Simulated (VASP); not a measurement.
# Al3B2P5 (Imm2) in VASP: a series of runs

The runs below take Al3B2P5 through single point, with PBE.

Everything below comes from runs of VASP 6.6.1. Logs are shortened: lines on timing, memory, paths and dates and some standing lists are left out, and cuts for length are marked.

## 1. The cell of the first run

The structure is orthorhombic, space group Imm2 (No. 44). The conventional cell has a = 3.582 Å, b = 17.909 Å, c = 5.065 Å, α = 90.00°, β = 90.00°, γ = 90.00°. Al (site symmetry m) has 4 P at 2.19 Å within 2.9 Å. Al (site symmetry mm2) has 4 P at 2.19 Å within 2.9 Å. B (site symmetry m) has 4 P at 2.19 Å within 2.9 Å. Within 2.9 Å of P (site symmetry mm2) lie 4 Al at 2.19 Å. P (site symmetry m) has 3 Al at 2.19 Å and 1 B at 2.19 Å within 2.9 Å. P (site symmetry m) has 3 B at 2.19 Å and 1 Al at 2.19 Å within 2.9 Å.

## 2. Single point, PBE

INCAR reads:

```
SYSTEM = Al3B2P5
PREC = Accurate
ENCUT = 520
EDIFF = 1E-6
ISMEAR = 0
SIGMA = 0.1
LREAL = .FALSE.
LASPH = .TRUE.
NELM = 60
ALGO = Normal
ISIF = 2
LWAVE = .FALSE.
LCHARG = .FALSE.
GGA = PE
NBANDS = 31
```

KPOINTS reads:

```
Automatic mesh
0
G
  6 6 6
  0 0 0
```

POSCAR reads:

```
Al3B2P5
1.0
   -1.7908880700      8.9544403300      2.5326981900
    1.7908880700     -8.9544403300      2.5326981900
    1.7908880700      8.9544403300     -2.5326981900
Al B P
3 2 5
Direct
    0.9000000000      0.0000000000      0.9000000000
    0.5000000000      0.0000000000      0.5000000000
    0.1000000000      0.0000000000      0.1000000000
    0.7000000000      0.0000000000      0.7000000000
    0.3000000000      0.0000000000      0.3000000000
    0.7500000000      0.7500000000      0.0000000000
    0.3500000000      0.7500000000      0.6000000000
    0.9500000000      0.7500000000      0.2000000000
    0.5500000000      0.7500000000      0.8000000000
    0.1500000000      0.7500000000      0.4000000000
```

Potentials or basis: VASP PAW PBE potentials, release 64 (Al, B, P).

Launch:

```console
$ cat potpaw_PBE.64/Al/POTCAR potpaw_PBE.64/B/POTCAR potpaw_PBE.64/P/POTCAR > POTCAR
$ mpirun -np 1 vasp_std > vasp.out
```

OUTCAR:

```text
SYSTEM = Al3B2P5
   PREC = Accurate
   ENCUT = 520
   EDIFF = 1E-6
   ISMEAR = 0
   LREAL = .FALSE.
   LASPH = .TRUE.
   NELM = 60
   ISIF = 2
   GGA = PE

 ion  position               nearest neighbor table
   1  0.900  0.000  0.900-   6 2.19   9 2.19  10 2.19  10 2.19
   2  0.500  0.000  0.500-   7 2.19  10 2.19   6 2.19   6 2.19
   3  0.100  0.000  0.100-   6 2.19   8 2.19   7 2.19   7 2.19
   4  0.700  0.000  0.700-   9 2.19   7 2.19   8 2.19   8 2.19
   5  0.300  0.000  0.300-   8 2.19  10 2.19   9 2.19   9 2.19
   6  0.750  0.750  0.000-   1 2.19   3 2.19   2 2.19   2 2.19
   7  0.350  0.750  0.600-   2 2.19   4 2.19   3 2.19   3 2.19
   8  0.950  0.750  0.200-   5 2.19   3 2.19   4 2.19   4 2.19
   9  0.550  0.750  0.800-   4 2.19   1 2.19   5 2.19   5 2.19
  10  0.150  0.750  0.400-   2 2.19   5 2.19   1 2.19   1 2.19

  LATTYP: Found a body centered orthorhombic cell.
 ALAT       =     3.5817761400
 B/A-ratio  =     1.4142135583
 C/A-ratio  =     4.9999999888

  Lattice vectors:

 A1 = (   1.7908880700,  -8.9544403300,  -2.5326981900)
 A2 = (  -1.7908880700,  -8.9544403300,   2.5326981900)
 A3 = (  -1.7908880700,   8.9544403300,  -2.5326981900)

Analysis of symmetry for initial positions (statically):
=====================================================================
 Subroutine PRICEL returns:
 Original cell was already a primitive cell.

 Routine SETGRP: Setting up the symmetry group for a
 body centered orthorhombic supercell.

 Subroutine GETGRP returns: Found  4 space group operations
 (whereof  4 operations were pure point group operations)
 out of a pool of  8 trial point group operations.

The static configuration has the point symmetry C_2v.

Analysis of symmetry for dynamics (positions and initial velocities):
=====================================================================
 Subroutine PRICEL returns:
 Original cell was already a primitive cell.

 Routine SETGRP: Setting up the symmetry group for a
 body centered orthorhombic supercell.

 Subroutine GETGRP returns: Found  4 space group operations
 (whereof  4 operations were pure point group operations)
 out of a pool of  8 trial point group operations.

The dynamic configuration has the point symmetry C_2v.

 Subroutine INISYM returns: Found  4 space group operations
 (whereof  4 operations are pure point group operations),
 and found     1 'primitive' translations

----------------------------------------------------------------------------------------

                                     Primitive cell

  volume of cell :     162.4614

  direct lattice vectors                    reciprocal lattice vectors
    -1.790888070  8.954440330  2.532698190     0.000000000  0.055838219  0.197417917
     1.790888070 -8.954440330  2.532698190     0.279191094  0.000000000  0.197417917
     1.790888070  8.954440330 -2.532698190     0.279191094  0.055838219  0.000000000

  length of vectors
     9.476488897  9.476488897  9.476488897     0.205162717  0.341937861  0.284720168

  position of ions in fractional coordinates (direct lattice)
     0.900000000  0.000000000  0.900000000
     0.500000000  0.000000000  0.500000000
     0.100000000  0.000000000  0.100000000
     0.700000000  0.000000000  0.700000000
     0.300000000  0.000000000  0.300000000
     0.750000000  0.750000000  0.000000000
     0.350000000  0.750000000  0.600000000
     0.950000000  0.750000000  0.200000000
     0.550000000  0.750000000  0.800000000
     0.150000000  0.750000000  0.400000000

  ion indices of the primitive-cell ions
   primitive index   ion index
                 1           1
                 2           2
                 3           3
                 4           4
                 5           5
                 6           6
                 7           7
                 8           8
                 9           9
                10          10

----------------------------------------------------------------------------------------

 KPOINTS: Automatic mesh

Automatic generation of k-mesh.
 Grid dimensions read from file:
 generate k-points for:    6    6    6

 Generating k-lattice:

  Cartesian coordinates                     Fractional coordinates (reciprocal lattice)
     0.000000000  0.009306370  0.032902986     0.166666667  0.000000000  0.000000000
     0.046531849  0.000000000  0.032902986     0.000000000  0.166666667 -0.000000000
     0.046531849  0.009306370  0.000000000     0.000000000 -0.000000000  0.166666667

  Length of vectors
     0.034193786  0.056989644  0.047453361

  Shift w.r.t. Gamma in fractional coordinates (k-lattice)
     0.000000000  0.000000000  0.000000000

 Subroutine IBZKPT returns following result:
 ===========================================

 Found     46 irreducible k-points:

 Following reciprocal coordinates:
            Coordinates               Weight
  0.000000  0.000000  0.000000      1.000000
  0.166667  0.000000 -0.000000      4.000000
  0.333333 -0.000000  0.000000      4.000000
  0.500000  0.000000  0.000000      2.000000
  0.000000  0.166667  0.000000      4.000000
  0.166667  0.166667 -0.000000      8.000000
[... 16 lines left out ...]
 -0.166667  0.166667  0.166667      2.000000
  0.166667  0.333333  0.166667      4.000000
 [... further k-points ...]
   k-points           NKPTS =     46   k-points in BZ     NKDIM =     46   number of bands    NBANDS=     31
   number of dos      NEDOS =    301   number of ions     NIONS =     10
   total plane-waves  NPLWV = 343000
   dimension x,y,z NGX =    70 NGY =   70 NGZ =   70
   dimension x,y,z NGXF=   140 NGYF=  140 NGZF=  140
   ions per type =               3   2   5
   NGX,Y,Z   is equivalent  to a cutoff of  12.28, 12.28, 12.28 a.u.
   NGXF,Y,Z  is equivalent  to a cutoff of  24.56, 24.56, 24.56 a.u.
 SYSTEM =  Al3B2P5
   PREC   = accura    normal or accurate (medium, high low for compatibility)
   ISTART =      0    job   : 0-new  1-cont  2-samecut
   ICHARG =      2    charge: 1-file 2-atom 10-const
   ISPIN  =      1    spin polarized calculation?
   LNONCOLLINEAR =      F non collinear calculations
   LSORBIT =      F    spin-orbit coupling
   LASPH  =      T    aspherical Exc in radial PAW
   ENCUT  =  520.0 eV  38.22 Ry    6.18 a.u.  17.62 17.62 17.62*2*pi/ulx,y,z
   NELM   =     60;   NELMIN=  2; NELMDL= -5     # of ELM steps
   EDIFF  = 0.1E-05   stopping-criterion for ELM
   LREAL  =      F    real-space projection
   EDIFFG = 0.1E-04   stopping-criterion for IOM
   NSW    =      0    number of steps for IOM
   IBRION =     -1    ionic relax: 0-MD 1-quasi-New 2-CG
   NFREE  =      0    steps in history (QN), initial steepest desc. (CG)
   ISIF   =      2    stress and relaxation
   ISYM   =      2    0-nonsym 1-usesym 2-fastsym
   POTIM  = 0.5000    time-step for ionic-motion
   TEBEG  =    0.0;   TEEND  =   0.0 temperature during run
   PSTRESS=    0.0 pullay stress
   NELECT =      40.0000    total number of electrons
   NUPDOWN=      -1.0000    fix difference up-down
   EMIN   =  10.00;   EMAX   =-10.00  energy-range for DOS
   EFERMI =   0.00;   METHOD = LEGACY
   ISMEAR =     0;   SIGMA  =   0.10  broadening in eV -4-tet -1-fermi 0-gaus
   EFERMI_NEDOS =   21; number of points for ismear=-14 and -15
   IALGO  =     38    algorithm
   IMIX   =      4    mixing-type and parameters
     AMIX     =   0.40;   BMIX     =  1.00
     AMIX_MAG =   1.60;   BMIX_MAG =  1.00
  volume/ion in A,a.u.               =      16.25       109.63
  Fermi-wavevector in a.u.,A,eV,Ry     =   1.026073  1.938996 14.324551  1.052825
  Thomas-Fermi vector in A             =   2.159946
   LORBIT       =      0    0 simple, 1 ext, 2 COOP (PROOUT), +10 PAW based schemes
   GGA     = PE    functional components
   LHFCALC =     F    Hartree Fock is set to
   AEXX    =    0.0000 exact exchange contribution
   IVDW    =     0    specifies the selected vdW correction
   LEPSILON=     F    determine dielectric tensor
   LRPA    =     F    only Hartree local field effects (RPA)
 non-spin polarized calculation
 Gauss-broadening in eV      SIGMA  =   0.10
  energy-cutoff  :      520.00
  volume of cell :      162.46
 maximum number of plane-waves:      4409
   NGX = 35   NGY = 35   NGZ = 35

 number of electron      40.0000000 magnetization

 Free energy of the ion-electron system (eV)
  ---------------------------------------------------
  ext. energy  EPLUGINS =         0.00000000
  ---------------------------------------------------
  free energy    TOTEN  =       -52.31804238 eV

  energy without entropy =      -52.31804238  energy(sigma->0) =      -52.31804238

 E-fermi :   6.2559     XC(G=0):  -9.8862

 val. band max:        5.8157538688   @ k =   0.0000   0.0000   0.0000
 cond. band min:       7.0505577836   @ k =   0.5000   0.5000   0.5000
 fundamental gap:      1.2348039148
 Fermi energy:         6.2559121290

 k-point     1 :       0.0000    0.0000    0.0000
  band No.  band energies     occupation
      1      -7.2103      2.00000
      2      -5.8055      2.00000
      3      -5.7945      2.00000
      4      -4.0624      2.00000
      5      -3.8344      2.00000
      6      -0.8312      2.00000
[... 23 lines left out ...]
     30      10.8202      0.00000
     31      11.0850      0.00000

 k-point     2 :       0.1667    0.0000   -0.0000
  band No.  band energies     occupation
      1      -7.0723      2.00000
      2      -5.9009      2.00000
      3      -5.5047      2.00000
      4      -4.4118      2.00000
      5      -4.2015      2.00000
      6      -0.5376      2.00000
[... 23 lines left out ...]
     30      10.7881      0.00000
     31      10.8930      0.00000

 k-point     3 :       0.3333   -0.0000    0.0000
  band No.  band energies     occupation
      1      -6.6661      2.00000
      2      -5.7734      2.00000
      3      -5.2404      2.00000
      4      -5.0718      2.00000
      5      -4.8548      2.00000
      6      -0.6541      2.00000
[... 23 lines left out ...]
     30      10.5179      0.00000
     31      11.0932      0.00000

 k-point     4 :       0.5000    0.0000    0.0000
  band No.  band energies     occupation
      1      -6.0438      2.00000
      2      -5.9952      2.00000
      3      -5.4724      2.00000
      4      -5.3462      2.00000
      5      -4.9119      2.00000
      6      -1.0807      2.00000
[... 23 lines left out ...]
     30      10.5326      0.00000
     31      11.0053      0.00000

 k-point     5 :       0.0000    0.1667    0.0000
  band No.  band energies     occupation
      1      -6.8300      2.00000
      2      -5.4809      2.00000
      3      -5.4659      2.00000
      4      -4.3011      2.00000
      5      -4.0826      2.00000
      6      -0.5084      2.00000
[... 23 lines left out ...]
     30      11.1122      0.00000
     31      11.1689      0.00000
[... 542 lines left out ...]
     30      11.2051      0.00000
     31      11.3437      0.00000

 k-point    22 :       0.3333    0.1667    0.1667
  band No.  band energies     occupation
      1      -5.2787      2.00000
      2      -5.2424      2.00000
      3      -4.7554      2.00000
      4      -4.5781      2.00000
      5      -4.1916      2.00000
      6      -0.6239      2.00000
[... 23 lines left out ...]
     30      11.1845      0.00000
     31      11.4839      0.00000

 k-point    23 :      -0.1667    0.1667    0.1667
  band No.  band energies     occupation
      1      -6.2237      2.00000
      2      -4.9235      2.00000
      3      -4.9088      2.00000
      4      -4.1307      2.00000
      5      -3.8814      2.00000
      6      -0.6789      2.00000
[... 23 lines left out ...]
     30      11.0338      0.00000
     31      11.0664      0.00000

 k-point    24 :       0.1667    0.3333    0.1667
  band No.  band energies     occupation
      1      -4.9243      2.00000
      2      -4.8358      2.00000
      3      -4.4493      2.00000
      4      -4.1434      2.00000
      5      -3.8548      2.00000
      6      -1.1662      2.00000
[... 23 lines left out ...]
     30      10.8395      0.00000
     31      11.1011      0.00000

 [... further k-points ...]

------------------------ aborting loop because EDIFF is reached ----------------------------------------

  FORCE on cell =-STRESS in cart. coord.  units (eV):
  Direction    XX          YY          ZZ          XY          YZ          ZX
  --------------------------------------------------------------------------------------
  -------------------------------------------------------------------------------------
  Total       10.3927443     10.4697228     10.3014860      0.0000000      0.0000000      0.0000000
  in kB      102.4921266    103.2512804    101.5921469      0.0000000      0.0000000      0.0000000
  external PRESSURE =     102.4451846 kB  Pullay stress =       0.0000000 kB

 VOLUME and BASIS-vectors are now :
 -----------------------------------------------------------------------------
  energy-cutoff  :      520.00
  volume of cell :      162.46
      direct lattice vectors                 reciprocal lattice vectors
    -1.790888070  8.954440330  2.532698190     0.000000000  0.055838219  0.197417917
     1.790888070 -8.954440330  2.532698190     0.279191094  0.000000000  0.197417917
     1.790888070  8.954440330 -2.532698190     0.279191094  0.055838219  0.000000000

 POSITION                                       TOTAL-FORCE (eV/Angst)
 -----------------------------------------------------------------------------------
      0.00000     16.11799      0.00000         0.000000     -0.135875      0.138846
      0.00000      8.95444      0.00000         0.000000     -0.000000      0.059564
      0.00000      1.79089      0.00000        -0.000000      0.135875      0.138846
      0.00000     12.53622      0.00000         0.000000      0.273500     -0.019524
      0.00000      5.37266      0.00000         0.000000     -0.273500     -0.019524
      0.00000      0.00000      3.79905         0.000000     -0.000000      0.059896
      1.79089      1.79089      1.26635        -0.000000      3.009990      2.046771
     -0.00000      3.58178      3.79905         0.000000      3.198117     -2.225822
      1.79089      5.37266      1.26635         0.000000     -3.198117     -2.225822
      1.79089     -1.79089      1.26635         0.000000     -3.009990      2.046771
 -----------------------------------------------------------------------------------
    total drift:                               -0.000000      0.000000     -0.000171

  FREE ENERGIE OF THE ION-ELECTRON SYSTEM (eV)
  ---------------------------------------------------
  free  energy   TOTEN  =       -52.3180423829 eV

  energy  without entropy=      -52.3180423829  energy(sigma->0) =      -52.31804238
```

Run time: 17 min. Hardware: 1 thread of Intel Xeon Platinum 8375C at 2.90GHz (Ice Lake), shared host; peak memory 0.78 GiB.

Results:

```
Free energy            : -52.3180 eV
Pressure               : 10.2 GPa
Largest force          : 3.896 eV/Å
Band gap on the k mesh : 1.23 eV (least direct gap 1.39 eV)
```

Forces in eV/Å, atoms in the order of the input:
```
Al   0.000 -0.136  0.139
Al   0.000  0.000  0.060
Al   0.000  0.136  0.139
B    0.000  0.274 -0.020
B    0.000 -0.274 -0.020
P    0.000  0.000  0.060
P    0.000  3.010  2.047
P    0.000  3.198 -2.226
P    0.000 -3.198 -2.226
P    0.000 -3.010  2.047
```

Stress tensor (GPa, compression positive):
```
10.25  0.00  0.00
 0.00 10.33  0.00
 0.00  0.00 10.16
```

Levels at points of the mesh, in eV from the valence-band top:
| k point | band 16 | band 17 | band 18 | band 19 | band 20 | band 21 | band 22 | band 23 | band 24 | band 25 |
| --- | --- | --- | --- | --- | --- | --- | --- | --- | --- | --- |
| (0.00, 0.00, 0.00) | -0.89 | -0.71 | -0.08 | -0.06 | 0.00 | 1.79 | 2.07 | 3.23 | 3.32 | 3.44 |
| (0.50, 0.00, 0.00) | -1.55 | -1.47 | -1.29 | -1.16 | -1.07 | 2.18 | 2.50 | 2.97 | 3.21 | 3.83 |
| (0.00, 0.50, 0.00) | -2.72 | -1.81 | -1.72 | -1.15 | -1.14 | 2.67 | 3.37 | 3.84 | 3.89 | 3.95 |
| (0.50, 0.50, 0.00) | -2.88 | -2.86 | -2.81 | -1.73 | -1.71 | 1.30 | 1.68 | 2.09 | 2.64 | 2.81 |
| (0.50, 0.50, 0.50) | -1.63 | -1.20 | -0.95 | -0.24 | -0.15 | 1.23 | 1.86 | 2.81 | 2.98 | 3.62 |

Caveat: the cell stands under pressure; forces of over 1 eV/Å act on the atoms, so gaps and moduli don't describe the material at rest. A k mesh can miss the band edges.

## 3. Single point, PBE

This run uses another cell than the first one, of 16.84 Å³/atom.

INCAR reads:

```
SYSTEM = Al3B2P5
ALGO = Normal
EDIFF = 1E-6
ENCUT = 520
GGA = PE
ISIF = 2
ISMEAR = 0
LASPH = .TRUE.
LCHARG = .FALSE.
LREAL = .FALSE.
LWAVE = .FALSE.
NBANDS = 31
NELM = 100
PREC = Accurate
SIGMA = 0.1
```

KPOINTS reads:

```
k-points
0
G
  6 6 6
  0 0 0
```

POSCAR reads:

```
Al3B2P5
1.0
   -1.7903493121      9.2363191905      2.5462416131
    1.7903493121     -9.2363191905      2.5462416131
    1.7903493121      9.2363191905     -2.5462416131
Al B P
3 2 5
Direct
    0.8854870027     -0.0018985209      0.8873855236
    0.5036082323      0.0036082323      0.5000000000
    0.1107159556     -0.0018985209      0.1126144764
    0.6944190469     -0.0146082559      0.7090273028
    0.2763644413     -0.0146082559      0.2909726972
    0.7893823549      0.7893823549      0.0000000000
    0.4033154163      0.7879650532      0.6153503632
    0.9203991482      0.7070464300      0.2133527182
    0.4936937118      0.7070464300      0.7866472818
    0.1726146900      0.7879650532      0.3846496368
```

Potentials or basis: VASP PAW PBE potentials, release 64 (Al, B, P).

Launch:

```console
$ cat potpaw_PBE.64/Al/POTCAR potpaw_PBE.64/B/POTCAR potpaw_PBE.64/P/POTCAR > POTCAR
$ mpirun -np 1 vasp_std > vasp.out
```

It took 13 min on 1 thread of Intel Xeon Platinum 8375C at 2.90GHz (Ice Lake), shared host; peak memory 0.83 GiB.

It converged, with:

| Item | Value |
| --- | --- |
| Free energy | -55.0825 eV |
| Pressure | 0.0 GPa |
| Largest force | 0.021 eV/Å |
| Band gap on the k mesh | 0.58 eV |

Forces on the atoms (eV/Å):
```
Al   0.000 -0.003  0.021
Al   0.000  0.000 -0.003
Al   0.000  0.003  0.021
B    0.000 -0.005 -0.005
B    0.000  0.005 -0.005
P    0.000  0.000 -0.015
P    0.000 -0.003 -0.010
P    0.000 -0.010  0.003
P    0.000  0.010  0.003
P    0.000  0.003 -0.010
```

Levels at points of the mesh, in eV from the valence-band top:
```csv
k point,band 16,band 17,band 18,band 19,band 20,band 21,band 22,band 23,band 24,band 25
"(0.00, 0.00, 0.00)",-1.23,-0.55,-0.49,-0.47,0.00,1.01,1.85,2.36,2.71,3.05
"(0.50, 0.00, 0.00)",-1.48,-1.35,-1.08,-0.90,-0.76,1.61,1.89,2.56,3.11,3.45
"(0.00, 0.50, 0.00)",-2.81,-2.21,-1.99,-1.53,-1.52,2.05,2.84,3.15,3.23,3.53
"(0.50, 0.50, 0.00)",-3.16,-2.91,-2.74,-1.93,-1.91,0.94,1.59,1.74,2.20,2.69
"(0.50, 0.50, 0.50)",-1.56,-1.55,-1.09,-0.38,0.00,0.58,1.07,2.25,2.92,2.96
```

Caveat: semilocal functionals underestimate gaps, and a narrow one can read as zero. A k mesh can miss the band edges.
